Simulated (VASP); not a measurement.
# Cd (Fm-3m) in VASP: a series of runs

Runs on Cd. Level: PBEsol. Tasks: single point.

Everything below comes from runs of VASP 6.6.1. Logs are shortened: lines on timing, memory, paths and dates and some standing lists are left out, and cuts for length are marked.

## (1) The cell of the first run

It takes space group Fm-3m (No. 225, cubic). The conventional cell has a = 4.098 Å, b = 4.098 Å, c = 4.098 Å, α = 90.00°, β = 90.00°, γ = 90.00°. Cd (site symmetry m-3m) has 12 Cd at 2.90 Å within 3.8 Å.

This isn't the form of Cd at room conditions, which is hcp.

## (2) Single point, PBEsol

File INCAR:

```
SYSTEM = Cd
PREC = Accurate
ENCUT = 500
EDIFF = 1E-6
ISMEAR = 1
SIGMA = 0.1
LREAL = .False.
LASPH = .True.
NELM = 120
ALGO = Normal
ISIF = 2
LWAVE = .False.
LCHARG = .False.
GGA = PS
NBANDS = 12
GGA_COMPAT = .False.
```

File KPOINTS:

```
Automatic mesh
0
Gamma
  16 16 16
  0 0 0
```

File POSCAR:

```
Cd
1.0
    0.0000000000      2.0488623723      2.0488623723
    2.0488623723      0.0000000000      2.0488623723
    2.0488623723      2.0488623723      0.0000000000
Cd
1
Direct
    0.0000000000      0.0000000000      0.0000000000
```

Potentials or basis: VASP PAW PBE potentials, release 64 (Cd).

Launch:

```console
cat potpaw_PBE.64/Cd/POTCAR > POTCAR
mpirun -np 1 vasp_std > vasp.out
```

OUTCAR:

```text
SYSTEM = Cd
   PREC = Accurate
   ENCUT = 500
   EDIFF = 1E-6
   ISMEAR = 1
   LREAL = .False.
   LASPH = .True.
   NELM = 120
   ISIF = 2
   GGA = PS

 ion  position               nearest neighbor table
   1  0.000  0.000  0.000-

  LATTYP: Found a face centered cubic cell.
 ALAT       =     4.0977247446

  Lattice vectors:

 A1 = (   0.0000000000,   2.0488623723,   2.0488623723)
 A2 = (   2.0488623723,   0.0000000000,   2.0488623723)
 A3 = (   2.0488623723,   2.0488623723,   0.0000000000)

Analysis of symmetry for initial positions (statically):
=====================================================================
 Subroutine PRICEL returns:
 Original cell was already a primitive cell.

 Routine SETGRP: Setting up the symmetry group for a
 face centered cubic supercell.

 Subroutine GETGRP returns: Found 48 space group operations
 (whereof 48 operations were pure point group operations)
 out of a pool of 48 trial point group operations.

The static configuration has the point symmetry O_h .

Analysis of symmetry for dynamics (positions and initial velocities):
=====================================================================
 Subroutine PRICEL returns:
 Original cell was already a primitive cell.

 Routine SETGRP: Setting up the symmetry group for a
 face centered cubic supercell.

 Subroutine GETGRP returns: Found 48 space group operations
 (whereof 48 operations were pure point group operations)
 out of a pool of 48 trial point group operations.

The dynamic configuration has the point symmetry O_h .

 Subroutine INISYM returns: Found 48 space group operations
 (whereof 48 operations are pure point group operations),
 and found     1 'primitive' translations

----------------------------------------------------------------------------------------

                                     Primitive cell

  volume of cell :      17.2016

  direct lattice vectors                    reciprocal lattice vectors
     0.000000000  2.048862372  2.048862372    -0.244037865  0.244037865  0.244037865
     2.048862372  0.000000000  2.048862372     0.244037865 -0.244037865  0.244037865
     2.048862372  2.048862372  0.000000000     0.244037865  0.244037865 -0.244037865

  length of vectors
     2.897528954  2.897528954  2.897528954     0.422685982  0.422685982  0.422685982

  position of ions in fractional coordinates (direct lattice)
     0.000000000  0.000000000  0.000000000

  ion indices of the primitive-cell ions
   primitive index   ion index
                 1           1

----------------------------------------------------------------------------------------

 KPOINTS: Automatic mesh

Automatic generation of k-mesh.
 Grid dimensions read from file:
 generate k-points for:   16   16   16

 Generating k-lattice:

  Cartesian coordinates                     Fractional coordinates (reciprocal lattice)
    -0.015252367  0.015252367  0.015252367     0.062500000  0.000000000  0.000000000
     0.015252367 -0.015252367  0.015252367     0.000000000  0.062500000  0.000000000
     0.015252367  0.015252367 -0.015252367     0.000000000  0.000000000  0.062500000

  Length of vectors
     0.026417874  0.026417874  0.026417874

  Shift w.r.t. Gamma in fractional coordinates (k-lattice)
     0.000000000  0.000000000  0.000000000

 Subroutine IBZKPT returns following result:
 ===========================================

 Found    145 irreducible k-points:

 Following reciprocal coordinates:
            Coordinates               Weight
  0.000000  0.000000  0.000000      1.000000
  0.062500  0.000000  0.000000      8.000000
  0.125000  0.000000  0.000000      8.000000
  0.187500  0.000000  0.000000      8.000000
  0.250000  0.000000  0.000000      8.000000
  0.312500  0.000000  0.000000      8.000000
[... 16 lines left out ...]
 -0.125000  0.062500  0.000000     24.000000
 -0.062500  0.062500  0.000000     12.000000
 [... further k-points ...]
   k-points           NKPTS =    145   k-points in BZ     NKDIM =    145   number of bands    NBANDS=     12
   number of dos      NEDOS =    301   number of ions     NIONS =      1
   total plane-waves  NPLWV =  13824
   dimension x,y,z NGX =    24 NGY =   24 NGZ =   24
   dimension x,y,z NGXF=    48 NGYF=   48 NGZF=   48
   ions per type =               1
   NGX,Y,Z   is equivalent  to a cutoff of  13.77, 13.77, 13.77 a.u.
   NGXF,Y,Z  is equivalent  to a cutoff of  27.54, 27.54, 27.54 a.u.
 SYSTEM =  Cd
   PREC   = accura    normal or accurate (medium, high low for compatibility)
   ISTART =      0    job   : 0-new  1-cont  2-samecut
   ICHARG =      2    charge: 1-file 2-atom 10-const
   ISPIN  =      1    spin polarized calculation?
   LNONCOLLINEAR =      F non collinear calculations
   LSORBIT =      F    spin-orbit coupling
   LASPH  =      T    aspherical Exc in radial PAW
   ENCUT  =  500.0 eV  36.75 Ry    6.06 a.u.   5.28  5.28  5.28*2*pi/ulx,y,z
   NELM   =    120;   NELMIN=  2; NELMDL= -5     # of ELM steps
   EDIFF  = 0.1E-05   stopping-criterion for ELM
   LREAL  =      F    real-space projection
   EDIFFG = 0.1E-04   stopping-criterion for IOM
   NSW    =      0    number of steps for IOM
   IBRION =     -1    ionic relax: 0-MD 1-quasi-New 2-CG
   NFREE  =      0    steps in history (QN), initial steepest desc. (CG)
   ISIF   =      2    stress and relaxation
   ISYM   =      2    0-nonsym 1-usesym 2-fastsym
   POTIM  = 0.5000    time-step for ionic-motion
   TEBEG  =    0.0;   TEEND  =   0.0 temperature during run
   PSTRESS=    0.0 pullay stress
   NELECT =      12.0000    total number of electrons
   NUPDOWN=      -1.0000    fix difference up-down
   EMIN   =  10.00;   EMAX   =-10.00  energy-range for DOS
   EFERMI =   0.00;   METHOD = LEGACY
   ISMEAR =     1;   SIGMA  =   0.10  broadening in eV -4-tet -1-fermi 0-gaus
   EFERMI_NEDOS =   21; number of points for ismear=-14 and -15
   IALGO  =     38    algorithm
   IMIX   =      4    mixing-type and parameters
     AMIX     =   0.40;   BMIX     =  1.00
     AMIX_MAG =   1.60;   BMIX_MAG =  1.00
  volume/ion in A,a.u.               =      17.20       116.08
  Fermi-wavevector in a.u.,A,eV,Ry     =   1.451930  2.743751 28.682467  2.108102
  Thomas-Fermi vector in A             =   2.569371
   LORBIT       =      0    0 simple, 1 ext, 2 COOP (PROOUT), +10 PAW based schemes
   GGA     = PS    functional components
   LHFCALC =     F    Hartree Fock is set to
   AEXX    =    0.0000 exact exchange contribution
   IVDW    =     0    specifies the selected vdW correction
   LEPSILON=     F    determine dielectric tensor
   LRPA    =     F    only Hartree local field effects (RPA)
 non-spin polarized calculation
 Methfessel and Paxton  Order N= 1 SIGMA  =   0.10
  energy-cutoff  :      500.00
  volume of cell :       17.20
 maximum number of plane-waves:       452
 NGX is ok and might be reduce to    24
   NGX = 11   NGY = 11   NGZ = 11

 number of electron      11.9999997 magnetization

 Free energy of the ion-electron system (eV)
  ---------------------------------------------------
  ext. energy  EPLUGINS =         0.00000000
  ---------------------------------------------------
  free energy    TOTEN  =        -0.98141401 eV

  energy without entropy =       -0.98133384  energy(sigma->0) =       -0.98138729

 E-fermi :   4.7966     XC(G=0): -12.4891

 val. band max:        4.6770349727   @ k =   0.5000   0.1250   0.0000
 cond. band min:       4.8043452552   @ k =  -0.3750   0.2500   0.0625
 fundamental gap:      0.1273102825
 Fermi energy:         4.7965976493

 k-point     1 :       0.0000    0.0000    0.0000
  band No.  band energies     occupation
      1      -6.1822      2.00000
      2      -5.2642      2.00000
      3      -5.2642      2.00000
      4      -5.2642      2.00000
      5      -4.5049      2.00000
      6      -4.5049      2.00000
      7      19.2965      0.00000
      8      21.8978      0.00000
      9      21.8978      0.00000
     10      21.8978      0.00000
     11      25.9739      0.00000
     12      25.9739      0.00000

 k-point     2 :       0.0625    0.0000    0.0000
  band No.  band energies     occupation
      1      -6.0657      2.00000
      2      -5.2775      2.00000
      3      -5.2378      2.00000
      4      -5.2378      2.00000
      5      -4.5128      2.00000
      6      -4.5128      2.00000
      7      19.0687      0.00000
      8      20.6795      0.00000
      9      21.7835      0.00000
     10      21.7835      0.00000
     11      25.9931      0.00000
     12      26.1670      0.00000

 k-point     3 :       0.1250    0.0000    0.0000
  band No.  band energies     occupation
      1      -5.7952      2.00000
      2      -5.2335      2.00000
      3      -5.1722      2.00000
      4      -5.1722      2.00000
      5      -4.5235      2.00000
      6      -4.5235      2.00000
      7      17.2984      0.00000
      8      19.9491      0.00000
      9      21.4947      0.00000
     10      21.4947      0.00000
     11      25.4677      0.00000
     12      26.5132      0.00000

 k-point     4 :       0.1875    0.0000    0.0000
  band No.  band energies     occupation
      1      -5.7252      2.00000
      2      -5.1116      2.00000
      3      -5.1116      2.00000
      4      -4.7652      2.00000
      5      -4.4972      2.00000
      6      -4.4972      2.00000
      7      14.6991      0.00000
      8      19.8036      0.00000
      9      21.1146      0.00000
     10      21.1146      0.00000
     11      25.1265      0.00000
     12      26.2323      0.00000

 k-point     5 :       0.2500    0.0000    0.0000
  band No.  band energies     occupation
      1      -5.8401      2.00000
      2      -5.1058      2.00000
      3      -5.1058      2.00000
      4      -4.3926      2.00000
      5      -4.3926      2.00000
      6      -3.8733      2.00000
      7      12.0601      0.00000
      8      19.5138      0.00000
      9      20.6878      0.00000
     10      20.6878      0.00000
     11      25.2189      0.00000
     12      25.3642      0.00000
[... 228 lines left out ...]
      1      -5.8336      2.00000
      2      -5.1329      2.00000
      3      -5.0802      2.00000
      4      -4.4592      2.00000
      5      -4.4131      2.00000
      6      -3.2716      2.00000
      7      11.2843      0.00000
      8      17.7590      0.00000
      9      20.3606      0.00000
     10      22.0559      0.00000
     11      24.1043      0.00000
     12      24.1423      0.00000

 k-point    22 :      -0.1875    0.0625    0.0000
  band No.  band energies     occupation
      1      -5.6902      2.00000
      2      -5.1436      2.00000
      3      -5.0673      2.00000
      4      -4.6892      2.00000
      5      -4.5832      2.00000
      6      -4.1062      2.00000
      7      13.9018      0.00000
      8      18.0961      0.00000
      9      20.9435      0.00000
     10      22.6523      0.00000
     11      23.9359      0.00000
     12      24.9878      0.00000

 k-point    23 :      -0.1250    0.0625    0.0000
  band No.  band energies     occupation
      1      -5.6420      2.00000
      2      -5.2935      2.00000
      3      -5.1270      2.00000
      4      -5.0140      2.00000
      5      -4.5997      2.00000
      6      -4.4122      2.00000
      7      16.5452      0.00000
      8      18.5276      0.00000
      9      21.1024      0.00000
     10      22.7387      0.00000
     11      24.3418      0.00000
     12      26.0674      0.00000

 k-point    24 :      -0.0625    0.0625    0.0000
  band No.  band energies     occupation
      1      -5.8850      2.00000
      2      -5.3170      2.00000
      3      -5.2025      2.00000
      4      -5.1634      2.00000
      5      -4.5578      2.00000
      6      -4.4834      2.00000
      7      18.6008      0.00000
      8      19.4305      0.00000
      9      21.0726      0.00000
     10      22.4129      0.00000
     11      25.2231      0.00000
     12      26.0482      0.00000

 [... further k-points ...]
[... 5 lines left out ...]
  --------------------------------------------------------------------------------------
  -------------------------------------------------------------------------------------
  Total        2.2483419      2.2483419      2.2483419      0.0000000     -0.0000000      0.0000000
  in kB      209.4134555    209.4134555    209.4134555      0.0000000     -0.0000000      0.0000000
  external PRESSURE =     209.4134555 kB  Pullay stress =       0.0000000 kB

 VOLUME and BASIS-vectors are now :
 -----------------------------------------------------------------------------
  energy-cutoff  :      500.00
  volume of cell :       17.20
      direct lattice vectors                 reciprocal lattice vectors
     0.000000000  2.048862372  2.048862372    -0.244037865  0.244037865  0.244037865
     2.048862372  0.000000000  2.048862372     0.244037865 -0.244037865  0.244037865
     2.048862372  2.048862372  0.000000000     0.244037865  0.244037865 -0.244037865

 POSITION                                       TOTAL-FORCE (eV/Angst)
 -----------------------------------------------------------------------------------
      0.00000      0.00000      0.00000         0.000000      0.000000     -0.000000
 -----------------------------------------------------------------------------------
    total drift:                                0.000000     -0.000000     -0.000000

  FREE ENERGIE OF THE ION-ELECTRON SYSTEM (eV)
  ---------------------------------------------------
  free  energy   TOTEN  =        -0.9814140086 eV

  energy  without entropy=       -0.9813338436  energy(sigma->0) =       -0.98138729
```

Run time: 16 s. Hardware: 1 thread of Intel Xeon Platinum 8259CL at 2.50GHz (Skylake/Cascade Lake), shared host; peak memory 0.16 GiB.

What came out:

- Free energy: -0.9814 eV
- Pressure: 20.9 GPa
- Band gap on the k mesh: zero (bands 6 and 7 overlap by 3.10 eV)

Levels at points of the mesh, in eV from the Fermi level:
```
           k point  band 4  band 5  band 6  band 7  band 8  band 9
(0.00, 0.00, 0.00)  -10.06   -9.30   -9.30   14.50   17.10   17.10
(0.50, 0.00, 0.00)   -8.70   -8.70   -3.59   -1.00   13.52   14.64
(0.50, 0.50, 0.00)   -8.54   -8.54   -1.69    2.23    7.44    7.44
```

Caveat: the cell stands under pressure; the PAW data sets were made with another functional, which shifts forces and pressure a little.

## (3) Single point, PBEsol

This run uses another cell than the first one, of 18.51 Å³/atom.

File INCAR:

```
SYSTEM = Cd
PREC = Accurate
ENCUT = 500
EDIFF = 1E-6
ISMEAR = 1
SIGMA = 0.1
LREAL = .FALSE.
LASPH = .TRUE.
NELM = 120
ALGO = Normal
ISIF = 2
LWAVE = .FALSE.
LCHARG = .FALSE.
GGA = PS
NBANDS = 12
GGA_COMPAT = .FALSE.
```

File KPOINTS:

```
regular mesh
0
G
  16 16 16
  0 0 0
```

File POSCAR:

```
Cd
1.0
    0.0000000000      2.0994977559      2.0994977559
    2.0994977559      0.0000000000      2.0994977559
    2.0994977559      2.0994977559      0.0000000000
Cd
1
Direct
    0.0000000000      0.0000000000      0.0000000000
```

Potentials or basis: VASP PAW PBE potentials, release 64 (Cd).

Launch:

```console
cat potpaw_PBE.64/Cd/POTCAR > POTCAR
mpirun -np 1 vasp_std > vasp.out
```

OUTCAR:

```text
SYSTEM = Cd
   PREC = Accurate
   ENCUT = 500
   EDIFF = 1E-6
   ISMEAR = 1
   LREAL = .FALSE.
   LASPH = .TRUE.
   NELM = 120
   ISIF = 2
   GGA = PS

 ion  position               nearest neighbor table
   1  0.000  0.000  0.000-

  LATTYP: Found a face centered cubic cell.
 ALAT       =     4.1989955118

  Lattice vectors:

 A1 = (   0.0000000000,   2.0994977559,   2.0994977559)
 A2 = (   2.0994977559,   0.0000000000,   2.0994977559)
 A3 = (   2.0994977559,   2.0994977559,   0.0000000000)

Analysis of symmetry for initial positions (statically):
[... 531 lines left out ...]
      6      -4.9664      2.00000
      7      17.5316      0.00000
      8      18.1193      0.00000
      9      19.8093      0.00000
     10      20.9901      0.00000
     11      23.7938      0.00000
     12      24.3961      0.00000

 [... further k-points ...]
[... 5 lines left out ...]
  --------------------------------------------------------------------------------------
  -------------------------------------------------------------------------------------
  Total        1.2290034      1.2290034      1.2290034      0.0000000     -0.0000000     -0.0000000
  in kB      106.3867202    106.3867202    106.3867202      0.0000000     -0.0000000     -0.0000000
  external PRESSURE =     106.3867202 kB  Pullay stress =       0.0000000 kB

 VOLUME and BASIS-vectors are now :
 -----------------------------------------------------------------------------
  energy-cutoff  :      500.00
  volume of cell :       18.51
      direct lattice vectors                 reciprocal lattice vectors
     0.000000000  2.099497756  2.099497756    -0.238152195  0.238152195  0.238152195
     2.099497756  0.000000000  2.099497756     0.238152195 -0.238152195  0.238152195
     2.099497756  2.099497756  0.000000000     0.238152195  0.238152195 -0.238152195

 POSITION                                       TOTAL-FORCE (eV/Angst)
 -----------------------------------------------------------------------------------
      0.00000      0.00000      0.00000         0.000000      0.000000      0.000000
 -----------------------------------------------------------------------------------
    total drift:                               -0.000000      0.000000     -0.000000

  FREE ENERGIE OF THE ION-ELECTRON SYSTEM (eV)
  ---------------------------------------------------
  free  energy   TOTEN  =        -1.1074674237 eV

  energy  without entropy=       -1.1080144026  energy(sigma->0) =       -1.10764975
```

Wall time 17 s (1 thread of Intel Xeon Platinum 8259CL at 2.50GHz (Skylake/Cascade Lake), shared host); peak memory 0.15 GiB.

Results:

- Free energy: -1.1075 eV
- Pressure: 10.6 GPa
- Band gap on the k mesh: zero (bands 6 and 7 overlap by 3.20 eV)

Levels at points of the mesh, in eV from the Fermi level:
| k point | band 4 | band 5 | band 6 | band 7 | band 8 | band 9 |
| --- | --- | --- | --- | --- | --- | --- |
| (0.00, 0.00, 0.00) | -9.67 | -9.02 | -9.02 | 14.38 | 16.49 | 16.49 |
| (0.50, 0.00, 0.00) | -8.49 | -8.49 | -3.13 | -1.09 | 13.43 | 14.00 |
| (0.50, 0.50, 0.00) | -8.36 | -8.36 | -1.36 | 1.98 | 7.27 | 7.27 |

Caveat: the cell stands under pressure; the PAW data sets were made with another functional, which shifts forces and pressure a little.
